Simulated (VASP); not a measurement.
# KIr (Pm-3m) in VASP: a series of runs

The runs below take KIr through single point, with r2SCAN.

Everything below comes from runs of VASP 6.6.1. Logs are shortened: lines on timing, memory, paths and dates and some standing lists are left out, and cuts for length are marked.

## Step 1: The cell of the first run

It takes space group Pm-3m (No. 221, cubic). Conventional cell: a = 3.627 Å, b = 3.627 Å, c = 3.627 Å, α = 90.00°, β = 90.00°, γ = 90.00°. Within 4.1 Å of K (site symmetry m-3m) lie 8 Ir at 3.14 Å and 6 K at 3.63 Å. Within 4.1 Å of Ir (site symmetry m-3m) lie 8 K at 3.14 Å and 6 Ir at 3.63 Å.

## Step 2: Single point, r2SCAN

POSCAR reads:

```
KIr
1.0
    3.6271980000      0.0000000000      0.0000000000
    0.0000000000      3.6271980000      0.0000000000
    0.0000000000      0.0000000000      3.6271980000
K Ir
1 1
Direct
    0.0000000000      0.0000000000      0.0000000000
    0.5000000000      0.5000000000      0.5000000000
```

INCAR.step1 reads:

```
SYSTEM = KIr
PREC     = Accurate       ! precision mode
ENCUT    = 550            ! plane-wave cutoff, eV
ISMEAR   = -1             ! smearing method
SIGMA    = 0.1171         ! smearing width, eV
LREAL    = .FALSE.        ! projectors in reciprocal space
LASPH    = .TRUE.         ! aspherical terms in the spheres
NELM     = 120            ! most SCF steps
NBANDS   = 16             ! bands
GGA      = PE             ! functional
ALGO     = Normal         ! electronic algorithm
EDIFF    = 1E-5           ! SCF threshold, eV
LWAVE    = .TRUE.         ! write WAVECAR
LCHARG   = .FALSE.        ! write CHGCAR
GGA_COMPAT= .FALSE.
```

INCAR.step2 reads:

```
SYSTEM = KIr
PREC     = Accurate       ! precision mode
ENCUT    = 550            ! plane-wave cutoff, eV
EDIFF    = 1E-6           ! SCF threshold, eV
ISMEAR   = -1             ! smearing method
SIGMA    = 0.1171         ! smearing width, eV
LREAL    = .FALSE.        ! projectors in reciprocal space
LASPH    = .TRUE.         ! aspherical terms in the spheres
NELM     = 120            ! most SCF steps
ALGO     = Normal         ! electronic algorithm
ISIF     = 2              ! what is computed and relaxed
LWAVE    = .FALSE.        ! write WAVECAR
LCHARG   = .TRUE.         ! write CHGCAR
METAGGA  = R2SCAN         ! meta-GGA
LMIXTAU  = .TRUE.       
LELF     = .TRUE.         ! ELF
LVHAR    = .TRUE.       
NBANDS   = 16             ! bands
ISTART   = 1            
GGA_COMPAT= .FALSE.
```

KPOINTS reads:

```
regular mesh
0
G
  5 5 5
  0 0 0
```

Potentials or basis: VASP PAW PBE potentials, release 64 (K_sv, Ir).

On the command line:

```
cat potpaw_PBE.64/K_sv/POTCAR potpaw_PBE.64/Ir/POTCAR > POTCAR
cp INCAR.step1 INCAR
mpirun -np 1 vasp_std > vasp.out
cp INCAR.step2 INCAR
mpirun -np 1 vasp_std > vasp.out
```

OUTCAR:

```text
SYSTEM = KIr
   PREC = Accurate
   ENCUT = 550
   EDIFF = 1E-6
   ISMEAR = -1
   LREAL = .FALSE.
   LASPH = .TRUE.
   NELM = 120
   ISIF = 2
   METAGGA = R2SCAN
   ISTART = 1

 ion  position               nearest neighbor table
   1  0.000  0.000  0.000-   2 3.14   2 3.14   2 3.14   2 3.14   2 3.14   2 3.14   2 3.14   2 3.14

   2  0.500  0.500  0.500-   1 3.14   1 3.14   1 3.14   1 3.14   1 3.14   1 3.14   1 3.14   1 3.14

  LATTYP: Found a simple cubic cell.
 ALAT       =     3.6271980000

  Lattice vectors:

 A1 = (   3.6271980000,   0.0000000000,   0.0000000000)
 A2 = (   0.0000000000,   3.6271980000,   0.0000000000)
 A3 = (   0.0000000000,   0.0000000000,   3.6271980000)

Analysis of symmetry for initial positions (statically):
=====================================================================
 Subroutine PRICEL returns:
 Original cell was already a primitive cell.

 Routine SETGRP: Setting up the symmetry group for a
 simple cubic supercell.

 Subroutine GETGRP returns: Found 48 space group operations
 (whereof 48 operations were pure point group operations)
 out of a pool of 48 trial point group operations.

The static configuration has the point symmetry O_h .

Analysis of symmetry for dynamics (positions and initial velocities):
=====================================================================
 Subroutine PRICEL returns:
 Original cell was already a primitive cell.

 Routine SETGRP: Setting up the symmetry group for a
 simple cubic supercell.

 Subroutine GETGRP returns: Found 48 space group operations
 (whereof 48 operations were pure point group operations)
 out of a pool of 48 trial point group operations.

The dynamic configuration has the point symmetry O_h .

 Subroutine INISYM returns: Found 48 space group operations
 (whereof 48 operations are pure point group operations),
 and found     1 'primitive' translations

----------------------------------------------------------------------------------------

                                     Primitive cell

  volume of cell :      47.7215

  direct lattice vectors                    reciprocal lattice vectors
     3.627198000  0.000000000  0.000000000     0.275694903  0.000000000  0.000000000
     0.000000000  3.627198000  0.000000000     0.000000000  0.275694903  0.000000000
     0.000000000  0.000000000  3.627198000     0.000000000  0.000000000  0.275694903

  length of vectors
     3.627198000  3.627198000  3.627198000     0.275694903  0.275694903  0.275694903

  position of ions in fractional coordinates (direct lattice)
     0.000000000  0.000000000  0.000000000
     0.500000000  0.500000000  0.500000000

  ion indices of the primitive-cell ions
   primitive index   ion index
                 1           1
                 2           2

----------------------------------------------------------------------------------------

 KPOINTS: regular mesh

Automatic generation of k-mesh.
 Grid dimensions read from file:
 generate k-points for:    5    5    5

 Generating k-lattice:

  Cartesian coordinates                     Fractional coordinates (reciprocal lattice)
     0.055138981  0.000000000  0.000000000     0.200000000  0.000000000  0.000000000
     0.000000000  0.055138981  0.000000000     0.000000000  0.200000000  0.000000000
     0.000000000  0.000000000  0.055138981     0.000000000  0.000000000  0.200000000

  Length of vectors
     0.055138981  0.055138981  0.055138981

  Shift w.r.t. Gamma in fractional coordinates (k-lattice)
     0.000000000  0.000000000  0.000000000

 Subroutine IBZKPT returns following result:
 ===========================================

 Found     10 irreducible k-points:

 Following reciprocal coordinates:
            Coordinates               Weight
  0.000000  0.000000  0.000000      1.000000
  0.200000  0.000000  0.000000      6.000000
  0.400000  0.000000  0.000000      6.000000
  0.200000  0.200000  0.000000     12.000000
  0.400000  0.200000  0.000000     24.000000
  0.400000  0.400000  0.000000     12.000000
  0.200000  0.200000  0.200000      8.000000
  0.400000  0.200000  0.200000     24.000000
  0.400000  0.400000  0.200000     24.000000
  0.400000  0.400000  0.400000      8.000000
   k-points           NKPTS =     10   k-points in BZ     NKDIM =     10   number of bands    NBANDS=     16
   number of dos      NEDOS =    301   number of ions     NIONS =      2
   total plane-waves  NPLWV =  21952
   dimension x,y,z NGX =    28 NGY =   28 NGZ =   28
   dimension x,y,z NGXF=    56 NGYF=   56 NGZF=   56
   ions per type =               1   1
   NGX,Y,Z   is equivalent  to a cutoff of  12.83, 12.83, 12.83 a.u.
   NGXF,Y,Z  is equivalent  to a cutoff of  25.67, 25.67, 25.67 a.u.
 SYSTEM =  KIr
   PREC   = accura    normal or accurate (medium, high low for compatibility)
   ISTART =      1    job   : 0-new  1-cont  2-samecut
   ICHARG =      0    charge: 1-file 2-atom 10-const
   ISPIN  =      1    spin polarized calculation?
   LNONCOLLINEAR =      F non collinear calculations
   LSORBIT =      F    spin-orbit coupling
   LASPH  =      T    aspherical Exc in radial PAW
   ENCUT  =  550.0 eV  40.42 Ry    6.36 a.u.   6.94  6.94  6.94*2*pi/ulx,y,z
   NELM   =    120;   NELMIN=  2; NELMDL=  0     # of ELM steps
   EDIFF  = 0.1E-05   stopping-criterion for ELM
   LREAL  =      F    real-space projection
   EDIFFG = 0.1E-04   stopping-criterion for IOM
   NSW    =      0    number of steps for IOM
   IBRION =     -1    ionic relax: 0-MD 1-quasi-New 2-CG
   NFREE  =      0    steps in history (QN), initial steepest desc. (CG)
   ISIF   =      2    stress and relaxation
   ISYM   =      2    0-nonsym 1-usesym 2-fastsym
   POTIM  = 0.5000    time-step for ionic-motion
   TEBEG  =    0.0;   TEEND  =   0.0 temperature during run
   PSTRESS=    0.0 pullay stress
   NELECT =      18.0000    total number of electrons
   NUPDOWN=      -1.0000    fix difference up-down
   EMIN   =  10.00;   EMAX   =-10.00  energy-range for DOS
   EFERMI =   0.00;   METHOD = LEGACY
   ISMEAR =    -1;   SIGMA  =   0.12  broadening in eV -4-tet -1-fermi 0-gaus
   EFERMI_NEDOS =   21; number of points for ismear=-14 and -15
   IALGO  =     38    algorithm
   IMIX   =      4    mixing-type and parameters
     AMIX     =   0.40;   BMIX     =  1.00
     AMIX_MAG =   1.60;   BMIX_MAG =  1.00
  volume/ion in A,a.u.               =      23.86       161.02
  Fermi-wavevector in a.u.,A,eV,Ry     =   1.182845  2.235252 19.036206  1.399122
  Thomas-Fermi vector in A             =   2.319091
   LORBIT       =      0    0 simple, 1 ext, 2 COOP (PROOUT), +10 PAW based schemes
   METAGGA = R2SCAN    functional components
   LHFCALC =     F    Hartree Fock is set to
   AEXX    =    0.0000 exact exchange contribution
   IVDW    =     0    specifies the selected vdW correction
   LEPSILON=     F    determine dielectric tensor
   LRPA    =     F    only Hartree local field effects (RPA)
 non-spin polarized calculation
  energy-cutoff  :      550.00
  volume of cell :       47.72
 maximum number of plane-waves:      1412
 NGX is ok and might be reduce to    28
   NGX = 13   NGY = 13   NGZ = 13

 number of electron      18.0000001 magnetization

 Free energy of the ion-electron system (eV)
  ---------------------------------------------------
  ext. energy  EPLUGINS =         0.00000000
  ---------------------------------------------------
  free energy    TOTEN  =       -54.85112248 eV

  energy without entropy =      -54.72111204  energy(sigma->0) =      -54.78611726

 E-fermi :   2.1909     XC(G=0): -10.5647

 val. band max:        1.9579978873   @ k =   0.4000   0.0000   0.0000
 cond. band min:       2.3013204175   @ k =   0.4000   0.4000   0.4000
 fundamental gap:      0.3433225302
 Fermi energy:         2.1908797180

 k-point     1 :       0.0000    0.0000    0.0000
  band No.  band energies     occupation
      1     -28.2861      2.00000
      2     -10.9151      2.00000
      3     -10.9151      2.00000
      4     -10.9151      2.00000
      5      -1.9799      2.00000
      6       0.2868      2.00000
[... 8 lines left out ...]
     15      11.5314      0.00000
     16      13.2938      0.00000

 k-point     2 :       0.2000    0.0000    0.0000
  band No.  band energies     occupation
      1     -28.2713      2.00000
      2     -11.1195      2.00000
      3     -10.9073      2.00000
      4     -10.9073      2.00000
      5      -1.3332      2.00000
      6       0.4031      2.00000
[... 8 lines left out ...]
     15      11.5105      0.00000
     16      13.0792      0.00000

 k-point     3 :       0.4000    0.0000    0.0000
  band No.  band energies     occupation
      1     -28.2470      2.00000
      2     -11.4263      2.00000
      3     -10.8946      2.00000
      4     -10.8946      2.00000
      5      -0.1159      2.00000
      6       0.6068      2.00000
[... 8 lines left out ...]
     15      12.7447      0.00000
     16      13.3037      0.00000

 k-point     4 :       0.2000    0.2000    0.0000
  band No.  band energies     occupation
      1     -28.2574      2.00000
      2     -11.1265      2.00000
      3     -11.0578      2.00000
      4     -10.8943      2.00000
      5      -0.8150      2.00000
      6       0.6224      2.00000
[... 8 lines left out ...]
     15      12.3800      0.00000
     16      12.8157      0.00000

 k-point     5 :       0.4000    0.2000    0.0000
  band No.  band energies     occupation
      1     -28.2349      2.00000
      2     -11.3745      2.00000
      3     -11.0472      2.00000
      4     -10.8731      2.00000
      5       0.0094      2.00000
      6       0.9110      1.99996
[... 8 lines left out ...]
     15      12.6065      0.00000
     16      13.4517      0.00000

 k-point     6 :       0.4000    0.4000    0.0000
  band No.  band energies     occupation
      1     -28.2151      2.00000
      2     -11.2984      2.00000
      3     -11.2740      2.00000
      4     -10.8378      2.00000
      5      -0.0559      2.00000
      6       0.5964      2.00000
[... 8 lines left out ...]
     15      12.4468      0.00000
     16      13.6286      0.00000

 k-point     7 :       0.2000    0.2000    0.2000
  band No.  band energies     occupation
      1     -28.2442      2.00000
      2     -11.1091      2.00000
      3     -11.0479      2.00000
      4     -11.0479      2.00000
      5      -0.2836      2.00000
      6       0.9624      1.99994
[... 8 lines left out ...]
     15      10.6282      0.00000
     16      14.2909      0.00000

 k-point     8 :       0.4000    0.2000    0.2000
  band No.  band energies     occupation
      1     -28.2226      2.00000
      2     -11.3354      2.00000
      3     -11.0320      2.00000
      4     -11.0264      2.00000
      5       0.4987      2.00000
      6       1.0496      1.99988
[... 8 lines left out ...]
     15      11.9612      0.00000
     16      14.1484      0.00000

 k-point     9 :       0.4000    0.4000    0.2000
  band No.  band energies     occupation
      1     -28.2025      2.00000
      2     -11.2785      2.00000
      3     -11.2641      2.00000
      4     -10.9990      2.00000
      5       0.6382      2.00000
      6       0.7790      1.99999
[... 8 lines left out ...]
     15      12.2800      0.00000
     16      12.9719      0.00000

 k-point    10 :       0.4000    0.4000    0.4000
  band No.  band energies     occupation
      1     -28.1819      2.00000
      2     -11.2480      2.00000
      3     -11.2480      2.00000
      4     -11.2454      2.00000
      5       0.9852      1.99993
      6       1.1522      1.99972
[... 8 lines left out ...]
     15      12.4507      0.00000
     16      12.9595      0.00000

------------------------ aborting loop because EDIFF is reached ----------------------------------------

  FORCE on cell =-STRESS in cart. coord.  units (eV):
  Direction    XX          YY          ZZ          XY          YZ          ZX
  --------------------------------------------------------------------------------------
  -------------------------------------------------------------------------------------
  Total       -0.1570546     -0.1570546     -0.1570546     -0.0000000      0.0000000     -0.0000000
  in kB       -5.2728758     -5.2728758     -5.2728758     -0.0000000      0.0000000     -0.0000000
  external PRESSURE =      -5.2728758 kB  Pullay stress =       0.0000000 kB

 VOLUME and BASIS-vectors are now :
 -----------------------------------------------------------------------------
  energy-cutoff  :      550.00
  volume of cell :       47.72
      direct lattice vectors                 reciprocal lattice vectors
     3.627198000  0.000000000  0.000000000     0.275694903  0.000000000  0.000000000
     0.000000000  3.627198000  0.000000000     0.000000000  0.275694903  0.000000000
     0.000000000  0.000000000  3.627198000     0.000000000  0.000000000  0.275694903

 POSITION                                       TOTAL-FORCE (eV/Angst)
 -----------------------------------------------------------------------------------
      0.00000      0.00000      0.00000         0.000000      0.000000      0.000000
      1.81360      1.81360      1.81360         0.000000      0.000000      0.000000
 -----------------------------------------------------------------------------------
    total drift:                               -0.000000      0.000000      0.000000

  FREE ENERGIE OF THE ION-ELECTRON SYSTEM (eV)
  ---------------------------------------------------
  free  energy   TOTEN  =       -54.8511224820 eV

  energy  without entropy=      -54.7211120400  energy(sigma->0) =      -54.78611726
```

It took 23 s on 1 thread of Intel Xeon Platinum 8488C (Sapphire Rapids), shared host; peak memory 0.17 GiB.

Results:

| Item | Value |
| --- | --- |
| Free energy | -54.8511 eV |
| Pressure | -0.5 GPa |
| Band gap on the k mesh | zero (bands 9 and 10 overlap by 0.75 eV) |

Levels at points of the mesh, in eV from the Fermi level:
```
           k point  band 7  band 8  band 9  band 10  band 11  band 12
(0.00, 0.00, 0.00)   -1.90   -0.35   -0.35    -0.35     7.18     7.18
```

Caveat: the PAW data sets were made with another functional, which shifts forces and pressure a little; spin-orbit coupling is left out, which moves the levels of the heavy elements.

## Step 3: Single point, r2SCAN

POSCAR is that of step 2.

INCAR.step1 reads:

```
PREC = Accurate ; ENCUT = 550
ISMEAR = 1 ; SIGMA = 0.1
LREAL = F ; LASPH = T
NELM = 120 ; NBANDS = 16
GGA = PE ; ALGO = Normal
EDIFF = 1E-5 ; LWAVE = T
LCHARG = F ; GGA_COMPAT = F
```

INCAR.step2 reads:

```
PREC = Accurate ; ENCUT = 550
EDIFF = 1E-6 ; ISMEAR = 1
SIGMA = 0.1 ; LREAL = F
LASPH = T ; NELM = 120
ALGO = Normal ; ISIF = 2
LWAVE = F ; LCHARG = F
METAGGA = R2SCAN ; LMIXTAU = T
NBANDS = 16 ; ISTART = 1
GGA_COMPAT = F
```

KPOINTS reads:

```
Automatic mesh
0
Gamma
  5 5 5
```

Potentials or basis: VASP PAW PBE potentials, release 64 (K_sv, Ir).

On the command line:

```
cat potpaw_PBE.64/K_sv/POTCAR potpaw_PBE.64/Ir/POTCAR > POTCAR
cp INCAR.step1 INCAR
mpirun -np 1 vasp_std > vasp.out
cp INCAR.step2 INCAR
mpirun -np 1 vasp_std > vasp.out
```

Wall time 24 s (1 thread of Intel Xeon Platinum 8488C (Sapphire Rapids), shared host); peak memory 0.17 GiB.

Results (log left out):

| Quantity | Value |
| --- | --- |
| Free energy | -54.7683 eV |
| Pressure | -0.7 GPa |
| Band gap on the k mesh | zero (bands 9 and 10 overlap by 0.76 eV) |

Levels at points of the mesh, in eV from the Fermi level:
```
           k point  band 7  band 8  band 9  band 10  band 11  band 12
(0.00, 0.00, 0.00)   -2.01   -0.46   -0.45    -0.45     7.06     7.06
```

Caveat: the PAW data sets were made with another functional, which shifts forces and pressure a little; spin-orbit coupling is left out, which moves the levels of the heavy elements.

## Step 4: Single point, r2SCAN

POSCAR is that of step 3.

INCAR.step1 reads:

```
SYSTEM = KIr
  PREC = Accurate
  ENCUT = 550
  ISMEAR = -1
  SIGMA = 0.1171
  LREAL = .FALSE.
  LASPH = .TRUE.
  NELM = 120
  NBANDS = 16
  ISYM = 0
  GGA = PE
  ALGO = Normal
  EDIFF = 1E-5
  LWAVE = .TRUE.
  LCHARG = .FALSE.
  GGA_COMPAT = .FALSE.
```

INCAR.step2 reads:

```
SYSTEM = KIr
  PREC = Accurate
  ENCUT = 550
  EDIFF = 1E-6
  ISMEAR = -1
  SIGMA = 0.1171
  LREAL = .FALSE.
  LASPH = .TRUE.
  NELM = 120
  ALGO = Normal
  ISIF = 2
  LWAVE = .FALSE.
  LCHARG = .FALSE.
  METAGGA = R2SCAN
  LMIXTAU = .TRUE.
  NBANDS = 16
  ISYM = 0
  ISTART = 1
  GGA_COMPAT = .FALSE.
```

KPOINTS reads:

```
Automatic mesh
0
G
  5 5 5
  0 0 0
```

On the command line:

```
cat potpaw_PBE.64/K_sv/POTCAR potpaw_PBE.64/Ir/POTCAR > POTCAR
cp INCAR.step1 INCAR
mpirun -np 1 vasp_std > vasp.out
cp INCAR.step2 INCAR
mpirun -np 1 vasp_std > vasp.out
```

Run time: 86 s. Hardware: 1 thread of Intel Xeon Platinum 8488C (Sapphire Rapids), shared host; peak memory 0.2 GiB.

Results (log left out):

| Property | Result |
| --- | --- |
| Free energy | -54.8511 eV |
| Pressure | -0.5 GPa |
| Band gap on the k mesh | zero (bands 9 and 10 overlap by 0.75 eV) |

Levels at points of the mesh, in eV from the Fermi level:
| k point | band 7 | band 8 | band 9 | band 10 | band 11 | band 12 |
| --- | --- | --- | --- | --- | --- | --- |
| (0.00, 0.00, 0.00) | -1.90 | -0.35 | -0.35 | -0.35 | 7.18 | 7.18 |

Caveat: the PAW data sets were made with another functional, which shifts forces and pressure a little; spin-orbit coupling is left out, which moves the levels of the heavy elements.
